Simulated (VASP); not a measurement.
# Cu (Fm-3m) in VASP: notebook

The runs below take Cu through single point, with PBEsol.

All numbers are computed with VASP 6.6.1; they aren't measurements. Logs are shortened: lines on timing, memory, paths and dates and some standing lists are left out, and cuts for length are marked.

## Step 1: The cell of the first run

The structure is cubic, space group Fm-3m (No. 225). The conventional cell has a = 3.563 Å, b = 3.563 Å, c = 3.563 Å, α = 90.00°, β = 90.00°, γ = 90.00°. Cu (site symmetry m-3m) has 12 Cu at 2.52 Å within 3.3 Å.

## Step 2: Single point, PBEsol

INCAR reads:

```
SYSTEM = Cu
ALGO = Fast
EDIFF = 1E-6
ENCUT = 520
GGA = PS
ISIF = 2
ISMEAR = 0
ISYM = 0
LASPH = .True.
LCHARG = .False.
LREAL = .False.
LWAVE = .False.
NBANDS = 12
NELM = 80
PREC = Accurate
SIGMA = 0.1
```

KPOINTS reads:

```
k-points
0
Gamma
  14 5 56
  0 0 0
```

POSCAR reads:

```
Cu
1.0
    2.5196845177      0.0000000000      0.0000000000
    0.0000000000      7.5590535531      0.0000000000
    1.2598422588      2.0997370981      0.5938953363
Cu
1
Direct
    0.0000000000      0.0000000000      0.0000000000
```

Potentials or basis: VASP PAW PBE potentials, release 64 (Cu).

Started as:

```
> cat potpaw_PBE.64/Cu/POTCAR > POTCAR
> mpirun -np 1 vasp_std > vasp.out
```

OUTCAR:

```text
SYSTEM = Cu
   EDIFF = 1E-6
   ENCUT = 520
   GGA = PS
   ISIF = 2
   ISMEAR = 0
   ISYM = 0
   LASPH = .True.
   LREAL = .False.
   NELM = 80
   PREC = Accurate

 ion  position               nearest neighbor table
   1  0.000  0.000  0.000-

IMPORTANT INFORMATION: All symmetrisations will be switched off!
NOSYMM: (Re-)initialisation of all symmetry stuff for point group C_1.

----------------------------------------------------------------------------------------

                                     Primitive cell

  volume of cell :      11.3116

  direct lattice vectors                    reciprocal lattice vectors
     2.519684518  0.000000000  0.000000000     0.396875082  0.000000000 -0.841899186
     0.000000000  7.559053553  0.000000000     0.000000000  0.132291694 -0.467721770
     1.259842259  2.099737098  0.593895336     0.000000000  0.000000000  1.683798371

  length of vectors
     2.519684518  7.559053553  2.519684518     0.930754570  0.486070721  1.683798371

  position of ions in fractional coordinates (direct lattice)
     0.000000000  0.000000000  0.000000000

  ion indices of the primitive-cell ions
   primitive index   ion index
                 1           1

----------------------------------------------------------------------------------------

 KPOINTS: k-points

Automatic generation of k-mesh.
 Grid dimensions read from file:
 generate k-points for:   14    5   56

 Generating k-lattice:

  Cartesian coordinates                     Fractional coordinates (reciprocal lattice)
     0.028348220  0.000000000 -0.060135656     0.071428571  0.000000000  0.000000000
     0.000000000  0.026458339 -0.093544354     0.000000000  0.200000000  0.000000000
     0.000000000  0.000000000  0.030067828     0.000000000  0.000000000  0.017857143

  Length of vectors
     0.066482469  0.097214144  0.030067828

  Shift w.r.t. Gamma in fractional coordinates (k-lattice)
     0.000000000  0.000000000  0.000000000

 -----------------------------------------------------------------------------
|                                                                             |
|           W    W    AA    RRRRR   N    N  II  N    N   GGGG   !!!           |
|           W    W   A  A   R    R  NN   N  II  NN   N  G    G  !!!           |
|           W    W  A    A  R    R  N N  N  II  N N  N  G       !!!           |
|           W WW W  AAAAAA  RRRRR   N  N N  II  N  N N  G  GGG   !            |
|           WW  WW  A    A  R   R   N   NN  II  N   NN  G    G                |
|           W    W  A    A  R    R  N    N  II  N    N   GGGG   !!!           |
|                                                                             |
|     Your reciprocal lattice and k-lattice belong to different lattice       |
|     classes:                                                                |
|                                                                             |
|        The reciprocal lattice is body-centered cubic,                       |
|        whereas your k-lattice is simple monoclinic.                         |
|                                                                             |
|     Results are often still useful ...                                      |
|                                                                             |
 -----------------------------------------------------------------------------

 WARNING: IBZKPT: internal override: KBLOWUP is changed to .FALSE.
      ... skipping the blow-up phase ...

 Subroutine IBZKPT returns following result:
 ===========================================

 Found   1962 irreducible k-points:

 Following reciprocal coordinates:
            Coordinates               Weight
  0.000000  0.000000  0.000000      1.000000
  0.071429  0.000000  0.000000      2.000000
  0.142857  0.000000  0.000000      2.000000
  0.214286  0.000000  0.000000      2.000000
  0.285714  0.000000  0.000000      2.000000
  0.357143  0.000000  0.000000      2.000000
[... 16 lines left out ...]
  0.000000  0.400000  0.000000      2.000000
  0.071429  0.400000  0.000000      2.000000
 [... further k-points ...]
   k-points           NKPTS =   1962   k-points in BZ     NKDIM =   1962   number of bands    NBANDS=     12
   number of dos      NEDOS =    301   number of ions     NIONS =      1
   total plane-waves  NPLWV =  22400
   dimension x,y,z NGX =    20 NGY =   56 NGZ =   20
   dimension x,y,z NGXF=    40 NGYF=  112 NGZF=   40
   ions per type =               1
   NGX,Y,Z   is equivalent  to a cutoff of  13.20, 12.32, 13.20 a.u.
   NGXF,Y,Z  is equivalent  to a cutoff of  26.39, 24.63, 26.39 a.u.
 SYSTEM =  Cu
   PREC   = accura    normal or accurate (medium, high low for compatibility)
   ISTART =      0    job   : 0-new  1-cont  2-samecut
   ICHARG =      2    charge: 1-file 2-atom 10-const
   ISPIN  =      1    spin polarized calculation?
   LNONCOLLINEAR =      F non collinear calculations
   LSORBIT =      F    spin-orbit coupling
   LASPH  =      T    aspherical Exc in radial PAW
   ENCUT  =  520.0 eV  38.22 Ry    6.18 a.u.   4.68 14.05  4.68*2*pi/ulx,y,z
   NELM   =     80;   NELMIN=  2; NELMDL= -5     # of ELM steps
   EDIFF  = 0.1E-05   stopping-criterion for ELM
   LREAL  =      F    real-space projection
   EDIFFG = 0.1E-04   stopping-criterion for IOM
   NSW    =      0    number of steps for IOM
   IBRION =     -1    ionic relax: 0-MD 1-quasi-New 2-CG
   NFREE  =      0    steps in history (QN), initial steepest desc. (CG)
   ISIF   =      2    stress and relaxation
   ISYM   =      0    0-nonsym 1-usesym 2-fastsym
   POTIM  = 0.5000    time-step for ionic-motion
   TEBEG  =    0.0;   TEEND  =   0.0 temperature during run
   PSTRESS=    0.0 pullay stress
   NELECT =      11.0000    total number of electrons
   NUPDOWN=      -1.0000    fix difference up-down
   EMIN   =  10.00;   EMAX   =-10.00  energy-range for DOS
   EFERMI =   0.00;   METHOD = LEGACY
   ISMEAR =     0;   SIGMA  =   0.10  broadening in eV -4-tet -1-fermi 0-gaus
   EFERMI_NEDOS =   21; number of points for ismear=-14 and -15
   IALGO  =     68    algorithm
   IMIX   =      4    mixing-type and parameters
     AMIX     =   0.40;   BMIX     =  1.00
     AMIX_MAG =   1.60;   BMIX_MAG =  1.00
  volume/ion in A,a.u.               =      11.31        76.33
  Fermi-wavevector in a.u.,A,eV,Ry     =   1.621927  3.064997 35.792115  2.630646
  Thomas-Fermi vector in A             =   2.715623
   LORBIT       =      0    0 simple, 1 ext, 2 COOP (PROOUT), +10 PAW based schemes
   GGA     = PS    functional components
   LHFCALC =     F    Hartree Fock is set to
   AEXX    =    0.0000 exact exchange contribution
   IVDW    =     0    specifies the selected vdW correction
   LEPSILON=     F    determine dielectric tensor
   LRPA    =     F    only Hartree local field effects (RPA)
 non-spin polarized calculation
 RMM-DIIS sequential band-by-band and
 Gauss-broadening in eV      SIGMA  =   0.10
  energy-cutoff  :      520.00
  volume of cell :       11.31
 maximum number of plane-waves:       316
   NGX =  9   NGY = 27   NGZ =  9

 number of electron      10.9999999 magnetization

 Free energy of the ion-electron system (eV)
  ---------------------------------------------------
  ext. energy  EPLUGINS =         0.00000000
  ---------------------------------------------------
  free energy    TOTEN  =        -4.30927344 eV

  energy without entropy =       -4.30790219  energy(sigma->0) =       -4.30858782

 E-fermi :   7.9330     XC(G=0): -13.1618

 val. band max:        7.9262681928   @ k =  -0.0714  -0.4000   0.3571
 cond. band min:       7.9423921214   @ k =   0.4286  -0.2000   0.4821
 fundamental gap:      0.0161239286
 Fermi energy:         7.9329787358

 k-point     1 :       0.0000    0.0000    0.0000
  band No.  band energies     occupation
      1      -1.7781      2.00000
      2       4.7801      2.00000
      3       4.7819      2.00000
      4       4.7825      2.00000
      5       5.6706      2.00000
      6       5.6714      2.00000
      7      30.8732      0.00000
      8      33.8245      0.00000
      9      33.8248      0.00000
     10      33.8252      0.00000
     11      36.3429      0.00000
     12      36.3432      0.00000

 k-point     2 :       0.0714    0.0000    0.0000
  band No.  band energies     occupation
      1      -1.0840      2.00000
      2       4.6015      2.00000
      3       4.9252      2.00000
      4       4.9290      2.00000
      5       5.5310      2.00000
      6       5.7228      2.00000
      7      27.6193      0.00000
      8      30.5939      0.00000
      9      30.6510      0.00000
     10      33.5326      0.00000
     11      36.9568      0.00000
     12      38.6920      0.00000

 k-point     3 :       0.1429    0.0000    0.0000
  band No.  band energies     occupation
      1       0.8140      2.00000
      2       4.2252      2.00000
      3       4.9439      2.00000
      4       5.1863      2.00000
      5       5.6887      2.00000
      6       5.9660      2.00000
      7      21.8241      0.00000
      8      27.1724      0.00000
      9      28.4567      0.00000
     10      30.4728      0.00000
     11      35.1637      0.00000
     12      39.8491      0.00000
[... 286 lines left out ...]
 k-point    23 :       0.0000    0.4000    0.0000
  band No.  band energies     occupation
      1       2.3402      2.00000
      2       4.7973      2.00000
      3       4.7989      2.00000
      4       5.5428      2.00000
      5       6.1602      2.00000
      6       6.1616      2.00000
      7      14.1118      0.00000
      8      29.6328      0.00000
      9      30.7199      0.00000
     10      30.7210      0.00000
     11      34.2369      0.00000
     12      34.2383      0.00000

 k-point    24 :       0.0714    0.4000    0.0000
  band No.  band energies     occupation
      1       2.7003      2.00000
      2       4.6832      2.00000
      3       4.8105      2.00000
      4       5.6725      2.00000
      5       6.2463      2.00000
      6       7.4973      2.00000
      7      12.0551      0.00000
      8      27.5987      0.00000
      9      29.7384      0.00000
     10      29.8021      0.00000
     11      34.7643      0.00000
     12      35.5881      0.00000

 [... further k-points ...]

------------------------ aborting loop because EDIFF is reached ----------------------------------------

  FORCE on cell =-STRESS in cart. coord.  units (eV):
  Direction    XX          YY          ZZ          XY          YZ          ZX
  --------------------------------------------------------------------------------------
  -------------------------------------------------------------------------------------
  Total        0.0764225      0.0476696      0.0239306     -0.0000199     -0.0084302      0.0000048
  in kB       10.8245165      6.7519385      3.3895404     -0.0028246     -1.1940589      0.0006742
  external PRESSURE =       6.9886652 kB  Pullay stress =       0.0000000 kB

 VOLUME and BASIS-vectors are now :
 -----------------------------------------------------------------------------
  energy-cutoff  :      520.00
  volume of cell :       11.31
      direct lattice vectors                 reciprocal lattice vectors
     2.519684518  0.000000000  0.000000000     0.396875082  0.000000000 -0.841899186
     0.000000000  7.559053553  0.000000000     0.000000000  0.132291694 -0.467721770
     1.259842259  2.099737098  0.593895336     0.000000000  0.000000000  1.683798371

 POSITION                                       TOTAL-FORCE (eV/Angst)
 -----------------------------------------------------------------------------------
      0.00000      0.00000      0.00000         0.000003     -0.000000      0.000000
 -----------------------------------------------------------------------------------
    total drift:                                0.000003     -0.000000      0.000000

  FREE ENERGIE OF THE ION-ELECTRON SYSTEM (eV)
  ---------------------------------------------------
  free  energy   TOTEN  =        -4.3092734429 eV

  energy  without entropy=       -4.3079021946  energy(sigma->0) =       -4.30858782
```

Wall time 13 min (1 thread of AMD EPYC 7R13, shared host); peak memory 0.36 GiB.

Results:

| Item | Value |
| --- | --- |
| Free energy | -4.3093 eV |
| Pressure | 0.7 GPa |
| Band gap on the k mesh | zero (an odd number of electrons rules out a gap without spin polarisation) |

Caveat: the PAW data sets were made with another functional, which shifts forces and pressure a little.

## Step 3: Single point, PBEsol

This run uses another cell than the first one, of the same volume but with other edges.

INCAR reads:

```
PREC     = Accurate       # precision mode
ENCUT    = 520            # plane-wave cutoff, eV
EDIFF    = 1E-6           # SCF threshold, eV
ISMEAR   = 0              # smearing method
SIGMA    = 0.15           # smearing width, eV
LREAL    = False          # projectors in reciprocal space
LASPH    = True           # aspherical terms in the spheres
NELM     = 60             # most SCF steps
ALGO     = Normal         # electronic algorithm
ISIF     = 2              # what is computed and relaxed
LWAVE    = False          # write WAVECAR
LCHARG   = False          # write CHGCAR
GGA      = PS             # functional
NBANDS   = 12             # bands
```

KPOINTS reads:

```
regular mesh
0
Gamma
  28 28 28
```

POSCAR reads:

```
Cu
1.0
    0.0000000000      1.7816860088      1.7816860088
    1.7816860088      0.0000000000      1.7816860088
    1.7816860088      1.7816860088      0.0000000000
Cu
1
Direct
    0.0000000000      0.0000000000      0.0000000000
```

Potentials or basis: VASP PAW PBE potentials, release 64 (Cu).

Started as:

```
> cat potpaw_PBE.64/Cu/POTCAR > POTCAR
> mpirun -np 1 vasp_std > vasp.out
```

Wall time 1.7 min (1 thread of Intel Xeon 8259CL, shared host); peak memory 0.19 GiB.

The run converged. Its results:

```yaml
Free_energy: -4.3105 eV
Pressure: 0.7 GPa
Band_gap_on_the_k_mesh: zero (an odd number of electrons rules out a gap without spin polarisation)
```

Levels at points of the mesh, in eV from the Fermi level:
| k point | band 2 | band 3 | band 4 | band 5 | band 6 | band 7 | band 8 | band 9 | band 10 | band 11 |
| --- | --- | --- | --- | --- | --- | --- | --- | --- | --- | --- |
| (0.00, 0.00, 0.00) | -3.17 | -3.17 | -3.17 | -2.28 | -2.28 | 22.92 | 25.87 | 25.87 | 25.87 | 28.39 |
| (0.50, 0.00, 0.00) | -3.21 | -3.21 | -1.68 | -1.68 | -1.18 | 3.95 | 21.39 | 22.68 | 22.68 | 25.65 |
| (0.50, 0.50, 0.00) | -4.67 | -1.69 | -1.53 | -1.53 | 1.41 | 7.39 | 13.36 | 13.36 | 17.99 | 20.95 |

Caveat: the PAW data sets were made with another functional, which shifts forces and pressure a little.

(Part 1 of 2 ends here.)
